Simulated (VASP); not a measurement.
# SrCl2 in VASP: notebook

Runs on SrCl2. Level: PBE+U. Tasks: single point, relaxation of the atoms.

Program: VASP 6.6.1. These are calculated values, not measurements. Logs are shortened: lines on timing, memory, paths and dates and some standing lists are left out, and cuts for length are marked.

## (1) The cell of the first run

Symmetry: Fm-3m, No. 225, cubic system. Conventional cell: a = 6.971 Å, b = 6.971 Å, c = 6.971 Å, α = 90.00°, β = 90.00°, γ = 90.00°. Within 4.0 Å of Sr (site symmetry m-3m) lie 8 Cl at 3.02 Å. Cl (site symmetry -43m) has 4 Sr at 3.02 Å and 6 Cl at 3.49 Å within 4.0 Å.

## (2) Single point, PBE+U

INCAR

```
PREC = Accurate
ENCUT = 500
EDIFF = 1E-6
ISMEAR = 0
SIGMA = 0.1
LREAL = False
LASPH = True
NELM = 200
ALGO = Normal
ISIF = 2
LWAVE = False
LCHARG = False
LDAU = True
LDAUTYPE = 2
LDAUL = -1 1
LDAUU = 0 3.5
LDAUJ = 0 0
LDAUPRINT = 1
GGA = PE
NBANDS = 19
GGA_COMPAT = False
```

KPOINTS

```
regular mesh
0
Gamma
  4 4 4
```

POSCAR

```
SrCl2
1.0
    0.0000000000      3.4855000000      3.4855000000
    3.4855000000      0.0000000000      3.4855000000
    3.4855000000      3.4855000000      0.0000000000
Sr Cl
1 2
Direct
    0.0000000000      0.0000000000      0.0000000000
    0.2500000000      0.2500000000      0.2500000000
    0.7500000000      0.7500000000      0.7500000000
```

Potentials or basis: VASP PAW PBE potentials, release 64 (Sr_sv, Cl).

The run is started by

```console
$ cat potpaw_PBE.64/Sr_sv/POTCAR potpaw_PBE.64/Cl/POTCAR > POTCAR
$ mpirun -np 1 vasp_std > vasp.out
```

OUTCAR:

```text
PREC = Accurate
   ENCUT = 500
   EDIFF = 1E-6
   ISMEAR = 0
   LREAL = False
   LASPH = True
   NELM = 200
   ISIF = 2
   GGA = PE

 ion  position               nearest neighbor table
   1  0.000  0.000  0.000-   3 3.02   3 3.02   3 3.02   2 3.02   3 3.02   2 3.02   2 3.02   2 3.02

   2  0.250  0.250  0.250-   1 3.02   1 3.02   1 3.02   1 3.02
   3  0.750  0.750  0.750-   1 3.02   1 3.02   1 3.02   1 3.02

  LATTYP: Found a face centered cubic cell.
 ALAT       =     6.9710000000

  Lattice vectors:

 A1 = (   0.0000000000,   3.4855000000,   3.4855000000)
 A2 = (   3.4855000000,   0.0000000000,   3.4855000000)
 A3 = (   3.4855000000,   3.4855000000,   0.0000000000)

Analysis of symmetry for initial positions (statically):
=====================================================================
 Subroutine PRICEL returns:
 Original cell was already a primitive cell.

 Routine SETGRP: Setting up the symmetry group for a
 face centered cubic supercell.

 Subroutine GETGRP returns: Found 48 space group operations
 (whereof 48 operations were pure point group operations)
 out of a pool of 48 trial point group operations.

The static configuration has the point symmetry O_h .

Analysis of symmetry for dynamics (positions and initial velocities):
=====================================================================
 Subroutine PRICEL returns:
 Original cell was already a primitive cell.

 Routine SETGRP: Setting up the symmetry group for a
 face centered cubic supercell.

 Subroutine GETGRP returns: Found 48 space group operations
 (whereof 48 operations were pure point group operations)
 out of a pool of 48 trial point group operations.

The dynamic configuration has the point symmetry O_h .

 Subroutine INISYM returns: Found 48 space group operations
 (whereof 48 operations are pure point group operations),
 and found     1 'primitive' translations

----------------------------------------------------------------------------------------

                                     Primitive cell

  volume of cell :      84.6887

  direct lattice vectors                    reciprocal lattice vectors
     0.000000000  3.485500000  3.485500000    -0.143451442  0.143451442  0.143451442
     3.485500000  0.000000000  3.485500000     0.143451442 -0.143451442  0.143451442
     3.485500000  3.485500000  0.000000000     0.143451442  0.143451442 -0.143451442

[... 69 lines left out ...]
   LREAL  =      F    real-space projection
   EDIFFG = 0.1E-04   stopping-criterion for IOM
   NSW    =      0    number of steps for IOM
   IBRION =     -1    ionic relax: 0-MD 1-quasi-New 2-CG
   NFREE  =      0    steps in history (QN), initial steepest desc. (CG)
   ISIF   =      2    stress and relaxation
   ISYM   =      2    0-nonsym 1-usesym 2-fastsym
   POTIM  = 0.5000    time-step for ionic-motion
   TEBEG  =    0.0;   TEEND  =   0.0 temperature during run
   PSTRESS=    0.0 pullay stress
   NELECT =      24.0000    total number of electrons
   NUPDOWN=      -1.0000    fix difference up-down
   EMIN   =  10.00;   EMAX   =-10.00  energy-range for DOS
   EFERMI =   0.00;   METHOD = LEGACY
   ISMEAR =     0;   SIGMA  =   0.10  broadening in eV -4-tet -1-fermi 0-gaus
   EFERMI_NEDOS =   21; number of points for ismear=-14 and -15
   IALGO  =     38    algorithm
   IMIX   =      4    mixing-type and parameters
     AMIX     =   0.40;   BMIX     =  1.00
     AMIX_MAG =   1.60;   BMIX_MAG =  1.00
  volume/ion in A,a.u.               =      28.23       190.50
  Fermi-wavevector in a.u.,A,eV,Ry     =   1.075318  2.032056 15.732530  1.156308
  Thomas-Fermi vector in A             =   2.211171
   LORBIT       =      0    0 simple, 1 ext, 2 COOP (PROOUT), +10 PAW based schemes
 LDA+U is selected, type is set to LDAUTYPE =  2
   angular momentum for each species LDAUL =    -1    1
   U (eV)           for each species LDAUU =   0.0  3.5
   J (eV)           for each species LDAUJ =   0.0  0.0
   GGA     = PE    functional components
   LHFCALC =     F    Hartree Fock is set to
   AEXX    =    0.0000 exact exchange contribution
   IVDW    =     0    specifies the selected vdW correction
   LEPSILON=     F    determine dielectric tensor
   LRPA    =     F    only Hartree local field effects (RPA)
 non-spin polarized calculation
 Gauss-broadening in eV      SIGMA  =   0.10
  energy-cutoff  :      500.00
  volume of cell :       84.69
 maximum number of plane-waves:      2180
   NGX = 17   NGY = 17   NGZ = 17

 number of electron      24.0000003 magnetization

 Free energy of the ion-electron system (eV)
  ---------------------------------------------------
  ext. energy  EPLUGINS =         0.00000000
  ---------------------------------------------------
  free energy    TOTEN  =        -7.79414325 eV

  energy without entropy =       -7.79414325  energy(sigma->0) =       -7.79414325

 E-fermi :   0.5214     XC(G=0):  -8.2670

 val. band max:       -0.0009129125   @ k =   0.5000   0.5000   0.0000
 cond. band min:       5.5473523421   @ k =   0.0000   0.0000   0.0000
 fundamental gap:      5.5482652547
 Fermi energy:         0.5213509350

 k-point     1 :       0.0000    0.0000    0.0000
  band No.  band energies     occupation
      1     -32.7764      2.00000
      2     -14.7645      2.00000
      3     -14.7645      2.00000
      4     -14.7645      2.00000
      5     -13.0051      2.00000
      6     -12.1380      2.00000
[... 153 lines left out ...]
      6     -12.3476      2.00000
[... 11 lines left out ...]
     18       9.6369      0.00000
     19      10.7940      0.00000

------------------------ aborting loop because EDIFF is reached ----------------------------------------

  FORCE on cell =-STRESS in cart. coord.  units (eV):
  Direction    XX          YY          ZZ          XY          YZ          ZX
  --------------------------------------------------------------------------------------
  -------------------------------------------------------------------------------------
  Total        0.4128028      0.4128028      0.4128028      0.0000000      0.0000000     -0.0000000
  in kB        7.8095844      7.8095844      7.8095844      0.0000000      0.0000000     -0.0000000
  external PRESSURE =       7.8095844 kB  Pullay stress =       0.0000000 kB

 VOLUME and BASIS-vectors are now :
 -----------------------------------------------------------------------------
  energy-cutoff  :      500.00
  volume of cell :       84.69
      direct lattice vectors                 reciprocal lattice vectors
     0.000000000  3.485500000  3.485500000    -0.143451442  0.143451442  0.143451442
     3.485500000  0.000000000  3.485500000     0.143451442 -0.143451442  0.143451442
     3.485500000  3.485500000  0.000000000     0.143451442  0.143451442 -0.143451442

 POSITION                                       TOTAL-FORCE (eV/Angst)
 -----------------------------------------------------------------------------------
      0.00000      0.00000      0.00000         0.000000     -0.000000      0.000000
      1.74275      1.74275      1.74275        -0.000000     -0.000000     -0.000000
      5.22825      5.22825      5.22825         0.000000      0.000000      0.000000
 -----------------------------------------------------------------------------------
    total drift:                                0.000000      0.000000      0.000000

  FREE ENERGIE OF THE ION-ELECTRON SYSTEM (eV)
  ---------------------------------------------------
  free  energy   TOTEN  =        -7.7941432515 eV

  energy  without entropy=       -7.7941432515  energy(sigma->0) =       -7.79414325
```

OSZICAR:

```text
N       E                     dE             d eps       ncg     rms          rms(c)
DAV:   1     0.140288282992E+03    0.14029E+03   -0.11261E+04   304   0.110E+03
DAV:   2     0.614833299129E+00   -0.13967E+03   -0.13644E+03   396   0.216E+02
DAV:   3    -0.770173332457E+01   -0.83166E+01   -0.82849E+01   351   0.531E+01
DAV:   4    -0.804186656414E+01   -0.34013E+00   -0.33980E+00   528   0.937E+00
DAV:   5    -0.804433575155E+01   -0.24692E-02   -0.24691E-02   388   0.852E-01    0.128E+01
DAV:   6    -0.777488749903E+01    0.26945E+00   -0.54422E-01   340   0.453E+00    0.833E+00
DAV:   7    -0.778453397633E+01   -0.96465E-02   -0.38467E-01   407   0.392E+00    0.244E+00
DAV:   8    -0.779196734428E+01   -0.74334E-02   -0.55292E-02   353   0.134E+00    0.431E-01
DAV:   9    -0.779267285897E+01   -0.70551E-03   -0.19864E-03   375   0.262E-01    0.159E-01
DAV:  10    -0.779402659654E+01   -0.13537E-02   -0.94893E-04   322   0.182E-01    0.347E-02
DAV:  11    -0.779411539506E+01   -0.88799E-04   -0.50356E-05   388   0.414E-02    0.388E-02
DAV:  12    -0.779414239764E+01   -0.27003E-04   -0.24482E-05   331   0.249E-02    0.772E-03
DAV:  13    -0.779414325146E+01   -0.85382E-06   -0.10685E-06   362   0.589E-03
   1 F= -.77941433E+01 E0= -.77941433E+01  d E =-.377207E-14
```

It took 12 s on 1 thread of Intel Xeon Platinum 8559C (Emerald Rapids), shared host; peak memory 0.2 GiB.

What came out:

```yaml
Free_energy: -7.7941 eV
Pressure: 0.8 GPa
Band_gap_on_the_k_mesh: 5.55 eV (least direct gap 5.67 eV)
```

Levels at points of the mesh, in eV from the valence-band top:
| k point | band 10 | band 11 | band 12 | band 13 | band 14 | band 15 |
| --- | --- | --- | --- | --- | --- | --- |
| (0.00, 0.00, 0.00) | -0.33 | -0.33 | -0.33 | 5.55 | 6.26 | 6.26 |
| (0.50, 0.00, 0.00) | -1.29 | -1.03 | -1.03 | 6.86 | 6.86 | 7.67 |
| (0.50, 0.50, 0.00) | -0.39 | -0.39 | 0.00 | 5.67 | 7.22 | 7.74 |

## (3) Relaxation of the atoms, PBE+U

INCAR

```
SYSTEM = SrCl2
  PREC = Accurate
  ENCUT = 450
  EDIFF = 1E-7
  ISMEAR = 0
  SIGMA = 0.1
  LREAL = .False.
  LASPH = .True.
  NELM = 200
  ALGO = Normal
  ISIF = 2
  LWAVE = .False.
  LCHARG = .False.
  LDAU = .True.
  LDAUTYPE = 2
  LDAUL = -1 1
  LDAUU = 0 2.1
  LDAUJ = 0 0
  LDAUPRINT = 1
  GGA = PE
  IBRION = 2
  NSW = 25
  EDIFFG = -0.09
  ISYM = 0
  GGA_COMPAT = .False.
  NELMIN = 4
```

KPOINTS

```
Automatic mesh
0
Gamma
  1 3 1
  0 0 0
```

Changes to POSCAR since step 2:

```diff
@@ -9,3 +9,3 @@
     0.0000000000      0.0000000000      0.0000000000
-    0.2500000000      0.2500000000      0.2500000000
+    0.2571725721      0.2428274279      0.2571725721
     0.7500000000      0.7500000000      0.7500000000
```

Potentials or basis: VASP PAW PBE potentials, release 64 (Sr_sv, Cl).

The run is started by

```console
$ cat potpaw_PBE.64/Sr_sv/POTCAR potpaw_PBE.64/Cl/POTCAR > POTCAR
$ mpirun -np 1 vasp_std > vasp.out
```

OUTCAR:

```text
SYSTEM = SrCl2
   PREC = Accurate
   ENCUT = 450
   EDIFF = 1E-7
   ISMEAR = 0
   LREAL = .False.
   LASPH = .True.
   NELM = 200
   ISIF = 2
   GGA = PE
   IBRION = 2
   NSW = 25
   EDIFFG = -0.09
   ISYM = 0
   NELMIN = 4

 ion  position               nearest neighbor table
   1  0.000  0.000  0.000-   2 2.99   2 2.99   3 3.02   3 3.02   3 3.02   3 3.02   2 3.05   2 3.05

   2  0.257  0.243  0.257-   1 2.99   1 2.99   1 3.05   1 3.05
   3  0.750  0.750  0.750-   1 3.02   1 3.02   1 3.02   1 3.02

IMPORTANT INFORMATION: All symmetrisations will be switched off!
NOSYMM: (Re-)initialisation of all symmetry stuff for point group C_1.

----------------------------------------------------------------------------------------

                                     Primitive cell

  volume of cell :      84.6887

  direct lattice vectors                    reciprocal lattice vectors
     0.000000000  3.485500000  3.485500000    -0.143451442  0.143451442  0.143451442
     3.485500000  0.000000000  3.485500000     0.143451442 -0.143451442  0.143451442
     3.485500000  3.485500000  0.000000000     0.143451442  0.143451442 -0.143451442

  length of vectors
     4.929241372  4.929241372  4.929241372     0.248465185  0.248465185  0.248465185

  position of ions in fractional coordinates (direct lattice)
     0.000000000  0.000000000  0.000000000
     0.257172572  0.242827428  0.257172572
     0.750000000  0.750000000  0.750000000

  ion indices of the primitive-cell ions
   primitive index   ion index
                 1           1
                 2           2
                 3           3

----------------------------------------------------------------------------------------

 KPOINTS: Automatic mesh

Automatic generation of k-mesh.
 Grid dimensions read from file:
 generate k-points for:    1    3    1

 Generating k-lattice:

  Cartesian coordinates                     Fractional coordinates (reciprocal lattice)
    -0.143451442  0.143451442  0.143451442     1.000000000  0.000000000  0.000000000
     0.047817147 -0.047817147  0.047817147     0.000000000  0.333333333  0.000000000
     0.143451442  0.143451442 -0.143451442     0.000000000  0.000000000  1.000000000
[... 81 lines left out ...]
 LDA+U is selected, type is set to LDAUTYPE =  2
   angular momentum for each species LDAUL =    -1    1
   U (eV)           for each species LDAUU =   0.0  2.1
   J (eV)           for each species LDAUJ =   0.0  0.0
   GGA     = PE    functional components
   LHFCALC =     F    Hartree Fock is set to
   AEXX    =    0.0000 exact exchange contribution
   IVDW    =     0    specifies the selected vdW correction
   LEPSILON=     F    determine dielectric tensor
   LRPA    =     F    only Hartree local field effects (RPA)
 conjugate gradient relaxation of ions
 non-spin polarized calculation
 Gauss-broadening in eV      SIGMA  =   0.10
  energy-cutoff  :      450.00
  volume of cell :       84.69
 maximum number of plane-waves:      1853
 NGX is ok and might be reduce to    36
   NGX = 17   NGY = 17   NGZ = 17

--------------------------------------- Ionic step        1  -------------------------------------------

 number of electron      23.9999999 magnetization

 Free energy of the ion-electron system (eV)
  ---------------------------------------------------
  ext. energy  EPLUGINS =         0.00000000
  ---------------------------------------------------
  free energy    TOTEN  =        -9.90785976 eV

  energy without entropy =       -9.90785976  energy(sigma->0) =       -9.90785976

------------------------ aborting loop because EDIFF is reached ----------------------------------------

  FORCE on cell =-STRESS in cart. coord.  units (eV):
  Direction    XX          YY          ZZ          XY          YZ          ZX
  --------------------------------------------------------------------------------------
  -------------------------------------------------------------------------------------
  Total       -0.6468224     -0.5435998     -0.6468198      0.4652711      0.4652753     -0.5270727
  in kB      -12.2368711    -10.2840608    -12.2368220      8.8022032      8.8022833     -9.9713935
  external PRESSURE =     -11.5859180 kB  Pullay stress =       0.0000000 kB
[... 61 lines left out ...]
--------------------------------------- Ionic step        3  -------------------------------------------

 number of electron      24.0000000 magnetization

 Free energy of the ion-electron system (eV)
  ---------------------------------------------------
  ext. energy  EPLUGINS =         0.00000000
  ---------------------------------------------------
  free energy    TOTEN  =        -9.91592559 eV

  energy without entropy =       -9.91592559  energy(sigma->0) =       -9.91592559

 E-fermi :   0.2910     XC(G=0):  -8.2440

 val. band max:       -0.2315126928   @ k =   0.0000   0.0000   0.0000
 cond. band min:       5.5797696072   @ k =   0.0000   0.0000   0.0000
 fundamental gap:      5.8112823000
 Fermi energy:         0.2910436011

 k-point     1 :       0.0000    0.0000    0.0000
  band No.  band energies     occupation
      1     -32.7587      2.00000
      2     -14.7740      2.00000
      3     -14.7204      2.00000
      4     -14.7203      2.00000
      5     -13.0433      2.00000
      6     -12.1769      2.00000
[... 8 lines left out ...]
     15       6.2966      0.00000
     16       9.2771      0.00000

 k-point     2 :       0.0000    0.3333    0.0000
  band No.  band energies     occupation
      1     -32.7563      2.00000
      2     -14.9696      2.00000
      3     -14.7306      2.00000
      4     -14.7305      2.00000
      5     -12.7191      2.00000
      6     -12.2853      2.00000
[... 8 lines left out ...]
     15       7.1440      0.00000
     16       8.0858      0.00000
[... 28 lines left out ...]
  FREE ENERGIE OF THE ION-ELECTRON SYSTEM (eV)
  ---------------------------------------------------
  free  energy   TOTEN  =        -9.9159255900 eV

  energy  without entropy=       -9.9159255900  energy(sigma->0) =       -9.91592559

 reached required accuracy - stopping structural energy minimisation
```

CONTCAR:

```text
SrCl2
   1.00000000000000
     0.0000000000000000    3.4855000000000000    3.4855000000000000
     3.4855000000000000    0.0000000000000000    3.4855000000000000
     3.4855000000000000    3.4855000000000000    0.0000000000000000
  Sr              Cl
     1     2
Direct
     0.0018181310173586    0.9979585378744379    0.0018182116838352
     0.2563479583160167    0.2373894147739434    0.2563478053489279
     0.7490064827666284    0.7574794752516153    0.7490065550672403

  0.00000000E+00  0.00000000E+00  0.00000000E+00
  0.00000000E+00  0.00000000E+00  0.00000000E+00
  0.00000000E+00  0.00000000E+00  0.00000000E+00
```

Wall time 16 s (1 thread of Intel Xeon Platinum 8559C (Emerald Rapids), shared host); peak memory 0.19 GiB.

What came out:

```
Free energy                  : -9.9159 eV
Energy gained by relaxing    : 2.7 meV/atom
Ionic steps                  : 3
Pressure after relaxing      : -1.2 GPa
Largest force after relaxing : 0.078 eV/Å
Band gap on the k mesh       : 5.81 eV
```

Forces in eV/Å, atoms in the order of the input:
```
Sr   0.003  0.016  0.003
Cl  -0.050  0.025 -0.050
Cl   0.047 -0.041  0.047
```

The path:
| step | energy change (eV) | largest force (eV/Å) | pressure (GPa) |
| --- | --- | --- | --- |
| 1 | 0.0000 | 0.1695 | -1.16 |
| 2 | -0.0027 | 0.1449 | -1.17 |
| 3 | -0.0081 | 0.0777 | -1.18 |

Final structure:
```xyz
3
Lattice="0.0000 3.4855 3.4855 3.4855 0.0000 3.4855 3.4855 3.4855 0.0000" Properties=species:S:1:pos:R:3 pbc="T T T"
Sr    3.4847    0.0127    3.4847
Cl    1.7209    1.7870    1.7209
Cl    5.2509    5.2213    5.2509
```

Caveat: the k points lie up to 1.47 Å⁻¹ apart; the relaxation stopped at a loose force limit of 0.09 eV/Å, so its end isn't a converged minimum.
